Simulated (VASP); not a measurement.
# N (Fm-3m) in VASP: single point with PBE

Aim: the single point of N with PBE.

Everything below comes from runs of VASP 6.6.1. Logs are shortened: lines on timing, memory, paths and dates and some standing lists are left out, and cuts for length are marked.

## Step 1: The cell of the first run

The structure is cubic, space group Fm-3m (No. 225). The conventional cell has a = 4.238 Å, b = 4.238 Å, c = 4.238 Å, α = 90.00°, β = 90.00°, γ = 90.00°. N (site symmetry m-3m) has 12 N at 3.00 Å within 3.9 Å.

## Step 2: Single point, PBE

INCAR

```
  PREC = Accurate
  ENCUT = 520
  EDIFF = 1E-6
  ISMEAR = -1
  SIGMA = 0.1
  LREAL = F
  LASPH = T
  NELM = 60
  ALGO = Normal
  ISIF = 2
  LWAVE = F
  LCHARG = F
  GGA = PE
  NBANDS = 8
```

KPOINTS

```
Automatic mesh
0
Gamma
  12 12 12
```

POSCAR

```
N
1.0
    0.0000000000      2.1190000000      2.1190000000
    2.1190000000      0.0000000000      2.1190000000
    2.1190000000      2.1190000000      0.0000000000
N
1
Direct
    0.5000000000      0.5000000000      0.5000000000
```

Potentials or basis: VASP PAW PBE potentials, release 64 (N).

On the command line:

```console
> cat potpaw_PBE.64/N/POTCAR > POTCAR
> mpirun -np 1 vasp_std > vasp.out
```

OUTCAR:

```text
PREC = Accurate
   ENCUT = 520
   EDIFF = 1E-6
   ISMEAR = -1
   LREAL = F
   LASPH = T
   NELM = 60
   ISIF = 2
   GGA = PE

 ion  position               nearest neighbor table
   1  0.500  0.500  0.500-

  LATTYP: Found a face centered cubic cell.
 ALAT       =     4.2380000000

  Lattice vectors:

 A1 = (   0.0000000000,   2.1190000000,   2.1190000000)
 A2 = (   2.1190000000,   0.0000000000,   2.1190000000)
 A3 = (   2.1190000000,   2.1190000000,   0.0000000000)

Analysis of symmetry for initial positions (statically):
=====================================================================
 Subroutine PRICEL returns:
 Original cell was already a primitive cell.

 Routine SETGRP: Setting up the symmetry group for a
 face centered cubic supercell.

 Subroutine GETGRP returns: Found 48 space group operations
 (whereof 48 operations were pure point group operations)
 out of a pool of 48 trial point group operations.

The static configuration has the point symmetry O_h .

Analysis of symmetry for dynamics (positions and initial velocities):
=====================================================================
 Subroutine PRICEL returns:
 Original cell was already a primitive cell.

 Routine SETGRP: Setting up the symmetry group for a
 face centered cubic supercell.

 Subroutine GETGRP returns: Found 48 space group operations
 (whereof 48 operations were pure point group operations)
 out of a pool of 48 trial point group operations.

The dynamic configuration has the point symmetry O_h .

 Subroutine INISYM returns: Found 48 space group operations
 (whereof 48 operations are pure point group operations),
 and found     1 'primitive' translations

----------------------------------------------------------------------------------------

                                     Primitive cell

  volume of cell :      19.0293

  direct lattice vectors                    reciprocal lattice vectors
     0.000000000  2.119000000  2.119000000    -0.235960359  0.235960359  0.235960359
     2.119000000  0.000000000  2.119000000     0.235960359 -0.235960359  0.235960359
     2.119000000  2.119000000  0.000000000     0.235960359  0.235960359 -0.235960359

  length of vectors
     2.996718539  2.996718539  2.996718539     0.408695330  0.408695330  0.408695330

  position of ions in fractional coordinates (direct lattice)
     0.500000000  0.500000000  0.500000000

  ion indices of the primitive-cell ions
   primitive index   ion index
                 1           1

----------------------------------------------------------------------------------------

 KPOINTS: Automatic mesh

Automatic generation of k-mesh.
 Grid dimensions read from file:
 generate k-points for:   12   12   12

 Generating k-lattice:

  Cartesian coordinates                     Fractional coordinates (reciprocal lattice)
    -0.019663363  0.019663363  0.019663363     0.083333333  0.000000000  0.000000000
     0.019663363 -0.019663363  0.019663363     0.000000000  0.083333333  0.000000000
     0.019663363  0.019663363 -0.019663363     0.000000000  0.000000000  0.083333333

  Length of vectors
     0.034057944  0.034057944  0.034057944

  Shift w.r.t. Gamma in fractional coordinates (k-lattice)
     0.000000000  0.000000000  0.000000000

 Subroutine IBZKPT returns following result:
 ===========================================

 Found     72 irreducible k-points:

 Following reciprocal coordinates:
            Coordinates               Weight
  0.000000  0.000000  0.000000      1.000000
  0.083333  0.000000  0.000000      8.000000
  0.166667  0.000000  0.000000      8.000000
  0.250000  0.000000  0.000000      8.000000
  0.333333  0.000000  0.000000      8.000000
  0.416667  0.000000  0.000000      8.000000
[... 16 lines left out ...]
  0.500000  0.166667  0.000000     24.000000
 -0.416667  0.166667  0.000000     24.000000
 [... further k-points ...]
   k-points           NKPTS =     72   k-points in BZ     NKDIM =     72   number of bands    NBANDS=      8
   number of dos      NEDOS =    301   number of ions     NIONS =      1
   total plane-waves  NPLWV =  13824
   dimension x,y,z NGX =    24 NGY =   24 NGZ =   24
   dimension x,y,z NGXF=    48 NGYF=   48 NGZF=   48
   ions per type =               1
   NGX,Y,Z   is equivalent  to a cutoff of  13.31, 13.31, 13.31 a.u.
   NGXF,Y,Z  is equivalent  to a cutoff of  26.63, 26.63, 26.63 a.u.
 SYSTEM =  unknown system
   PREC   = accura    normal or accurate (medium, high low for compatibility)
   ISTART =      0    job   : 0-new  1-cont  2-samecut
   ICHARG =      2    charge: 1-file 2-atom 10-const
   ISPIN  =      1    spin polarized calculation?
   LNONCOLLINEAR =      F non collinear calculations
   LSORBIT =      F    spin-orbit coupling
   LASPH  =      T    aspherical Exc in radial PAW
   ENCUT  =  520.0 eV  38.22 Ry    6.18 a.u.   5.57  5.57  5.57*2*pi/ulx,y,z
   NELM   =     60;   NELMIN=  2; NELMDL= -5     # of ELM steps
   EDIFF  = 0.1E-05   stopping-criterion for ELM
   LREAL  =      F    real-space projection
   EDIFFG = 0.1E-04   stopping-criterion for IOM
   NSW    =      0    number of steps for IOM
   IBRION =     -1    ionic relax: 0-MD 1-quasi-New 2-CG
   NFREE  =      0    steps in history (QN), initial steepest desc. (CG)
   ISIF   =      2    stress and relaxation
   ISYM   =      2    0-nonsym 1-usesym 2-fastsym
   POTIM  = 0.5000    time-step for ionic-motion
   TEBEG  =    0.0;   TEEND  =   0.0 temperature during run
   PSTRESS=    0.0 pullay stress
   NELECT =       5.0000    total number of electrons
   NUPDOWN=      -1.0000    fix difference up-down
   EMIN   =  10.00;   EMAX   =-10.00  energy-range for DOS
   EFERMI =   0.00;   METHOD = LEGACY
   ISMEAR =    -1;   SIGMA  =   0.10  broadening in eV -4-tet -1-fermi 0-gaus
   EFERMI_NEDOS =   21; number of points for ismear=-14 and -15
   IALGO  =     38    algorithm
   IMIX   =      4    mixing-type and parameters
     AMIX     =   0.40;   BMIX     =  1.00
     AMIX_MAG =   1.60;   BMIX_MAG =  1.00
  volume/ion in A,a.u.               =      19.03       128.42
  Fermi-wavevector in a.u.,A,eV,Ry     =   1.048553  1.981479 14.959118  1.099464
  Thomas-Fermi vector in A             =   2.183480
   LORBIT       =      0    0 simple, 1 ext, 2 COOP (PROOUT), +10 PAW based schemes
   GGA     = PE    functional components
   LHFCALC =     F    Hartree Fock is set to
   AEXX    =    0.0000 exact exchange contribution
   IVDW    =     0    specifies the selected vdW correction
   LEPSILON=     F    determine dielectric tensor
   LRPA    =     F    only Hartree local field effects (RPA)
 non-spin polarized calculation
  energy-cutoff  :      520.00
  volume of cell :       19.03
 maximum number of plane-waves:       532
 NGX is ok and might be reduce to    24
   NGX = 11   NGY = 11   NGZ = 11

 number of electron       5.0000000 magnetization

 Free energy of the ion-electron system (eV)
  ---------------------------------------------------
  ext. energy  EPLUGINS =         0.00000000
  ---------------------------------------------------
  free energy    TOTEN  =        -2.10830320 eV

  energy without entropy =       -2.03603823  energy(sigma->0) =       -2.07217071

 E-fermi :  -2.7287     XC(G=0):  -8.1678

 val. band max:       -2.7420217448   @ k =   0.5000   0.2500   0.0833
 cond. band min:      -2.7246262418   @ k =  -0.3333   0.4167   0.1667
 fundamental gap:      0.0173955030
 Fermi energy:        -2.7287112230

 k-point     1 :       0.0000    0.0000    0.0000
  band No.  band energies     occupation
      1     -15.8978      2.00000
      2      -1.6391      0.00004
      3      -1.6391      0.00004
      4      -1.6391      0.00004
      5       7.0559      0.00000
      6      19.7065      0.00000
      7      19.7065      0.00000
      8      19.7065      0.00000

 k-point     2 :       0.0833    0.0000    0.0000
  band No.  band energies     occupation
      1     -15.8244      2.00000
      2      -1.8986      0.00050
      3      -1.6616      0.00005
      4      -1.6616      0.00005
      5       7.3169      0.00000
      6      18.3644      0.00000
      7      19.8075      0.00000
      8      19.8075      0.00000

 k-point     3 :       0.1667    0.0000    0.0000
  band No.  band energies     occupation
      1     -15.6156      2.00000
      2      -2.5689      0.33642
      3      -1.7222      0.00009
      4      -1.7222      0.00009
      5       7.9929      0.00000
      6      16.5061      0.00000
      7      19.9080      0.00000
      8      19.9081      0.00000

 k-point     4 :       0.2500    0.0000    0.0000
  band No.  band energies     occupation
      1     -15.3081      2.00000
      2      -3.4266      1.99814
      3      -1.8029      0.00019
      4      -1.8029      0.00019
      5       8.8684      0.00000
      6      14.9188      0.00000
      7      19.5885      0.00000
      8      19.5885      0.00000

 k-point     5 :       0.3333    0.0000    0.0000
  band No.  band energies     occupation
      1     -14.9689      2.00000
      2      -4.2524      2.00000
      3      -1.8813      0.00042
      4      -1.8813      0.00042
      5       9.7523      0.00000
      6      13.6677      0.00000
      7      19.0118      0.00000
      8      19.0118      0.00000
[... 177 lines left out ...]
 k-point    22 :       0.4167    0.1667    0.0000
  band No.  band energies     occupation
      1     -14.6985      2.00000
      2      -4.3335      2.00000
      3      -2.3411      0.04063
      4      -2.1589      0.00668
      5      10.4124      0.00000
      6      13.2850      0.00000
      7      16.0209      0.00000
      8      19.4051      0.00000

 k-point    23 :       0.5000    0.1667    0.0000
  band No.  band energies     occupation
      1     -14.4976      2.00000
      2      -4.7091      2.00000
      3      -2.5147      0.21045
      4      -2.1433      0.00572
      5      11.2154      0.00000
      6      12.4122      0.00000
      7      15.8220      0.00000
      8      19.1251      0.00000

 k-point    24 :      -0.4167    0.1667    0.0000
  band No.  band energies     occupation
      1     -14.4688      2.00000
      2      -4.7517      2.00000
      3      -2.6276      0.53360
      4      -2.0736      0.00285
      5      11.5937      0.00000
      6      12.1249      0.00000
      7      15.7224      0.00000
      8      19.0505      0.00000

 [... further k-points ...]

------------------------ aborting loop because EDIFF is reached ----------------------------------------

  FORCE on cell =-STRESS in cart. coord.  units (eV):
  Direction    XX          YY          ZZ          XY          YZ          ZX
  --------------------------------------------------------------------------------------
  -------------------------------------------------------------------------------------
  Total       -2.3670810     -2.3670810     -2.3670810     -0.0000000      0.0000000      0.0000000
  in kB     -199.2970311   -199.2970311   -199.2970311     -0.0000000      0.0000000      0.0000000
  external PRESSURE =    -199.2970311 kB  Pullay stress =       0.0000000 kB

 VOLUME and BASIS-vectors are now :
 -----------------------------------------------------------------------------
  energy-cutoff  :      520.00
  volume of cell :       19.03
      direct lattice vectors                 reciprocal lattice vectors
     0.000000000  2.119000000  2.119000000    -0.235960359  0.235960359  0.235960359
     2.119000000  0.000000000  2.119000000     0.235960359 -0.235960359  0.235960359
     2.119000000  2.119000000  0.000000000     0.235960359  0.235960359 -0.235960359

 POSITION                                       TOTAL-FORCE (eV/Angst)
 -----------------------------------------------------------------------------------
      2.11900      2.11900      2.11900        -0.000000     -0.000000      0.000000
 -----------------------------------------------------------------------------------
    total drift:                               -0.000000     -0.000000      0.000000

  FREE ENERGIE OF THE ION-ELECTRON SYSTEM (eV)
  ---------------------------------------------------
  free  energy   TOTEN  =        -2.1083031984 eV

  energy  without entropy=       -2.0360382296  energy(sigma->0) =       -2.07217071
```

Run time: 11 s. Hardware: 1 thread of Intel Xeon 8259CL, shared host; peak memory 0.13 GiB.

What came out:

- Free energy: -2.1083 eV
- Pressure: -19.9 GPa

Levels at points of the mesh, in eV from the Fermi level:
| k point | band 1 | band 2 | band 3 | band 4 | band 5 | band 6 | band 7 |
| --- | --- | --- | --- | --- | --- | --- | --- |
| (0.00, 0.00, 0.00) | -13.17 | 1.09 | 1.09 | 1.09 | 9.78 | 22.44 | 22.44 |
| (0.50, 0.00, 0.00) | -11.86 | -2.35 | 0.77 | 0.77 | 13.61 | 15.06 | 21.13 |
| (0.50, 0.50, 0.00) | -11.45 | -1.93 | 0.07 | 0.07 | 12.27 | 15.39 | 17.38 |
